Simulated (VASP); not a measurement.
The system is TiAl2.

```
Ti Al
1.0
     1.97955   -6.04720    0.00000
     1.97955    6.04720    0.00000
     0.00000    0.00000    4.03150
Ti Al
2 4
Cartesian
  1.9795 -1.8021 0.0000
  1.9795 1.8021 0.0000
  0.0000 0.0000 0.0000
  1.9795 -3.9186 2.0158
  1.9795 3.9186 2.0158
  1.9795 0.0000 2.0158
```

| Quantity | Value |
| --- | --- |
| Program | VASP 6.6.1 |
| Task | relaxation of cell and atoms |
| Functional | PBEsol |
| Potentials or basis | VASP PAW PBE potentials, release 64 (Ti_sv, Al) |
| Cutoff | 600 eV |
| k mesh | 6 × 6 × 6 |
| Occupations | gaussian, width 0.1 eV |
| Spin | no spin polarisation |

At the start: pressure -2.7 GPa; volume 16.09 Å³/atom.

Q: How do energy, volume and symmetry change on relaxing?

A: Over 7 steps the energy falls by 19.5 meV/atom and the volume is 15.65 Å³/atom (-2.7 %); space group Cmmm (No. 65, to 0.1 Å) before and after.

The path:
| step | energy change (eV) | largest force (eV/Å) | pressure (GPa) | volume (Å³) |
| --- | --- | --- | --- | --- |
| 1 | 0.0000 | 0.8489 | -2.66 | 96.52 |
| 2 | -0.0787 | 0.4900 | 1.19 | 92.84 |
| 3 | -0.0866 | 0.4044 | 2.10 | 92.07 |
| 4 | -0.1123 | 0.1163 | 0.35 | 93.23 |
| 5 | -0.1123 | 0.1183 | 0.36 | 93.21 |
| 6 | -0.1167 | 0.0608 | -0.13 | 93.69 |
| 7 | -0.1169 | 0.0377 | -0.40 | 93.89 |

Final structure:
```yaml
crystal:
  lattice:
    - [1.95390, -6.03743, 0.00000]
    - [1.95390, 6.03743, 0.00000]
    - [0.00000, 0.00000, 3.97935]
  atoms:
    - { symbol: Ti, position: [0.65605, 0.34395, 0.00000] }
    - { symbol: Ti, position: [0.34395, 0.65605, 0.00000] }
    - { symbol: Al, position: [0.00000, 0.00000, 0.00000] }
    - { symbol: Al, position: [0.82677, 0.17323, 0.50000] }
    - { symbol: Al, position: [0.17323, 0.82677, 0.50000] }
    - { symbol: Al, position: [0.50000, 0.50000, 0.50000] }
```

Caveat: the PAW data sets were made with another functional, which shifts forces and pressure a little; the relaxation stopped at a loose force limit of 0.05 eV/Å, so its end isn't a converged minimum.
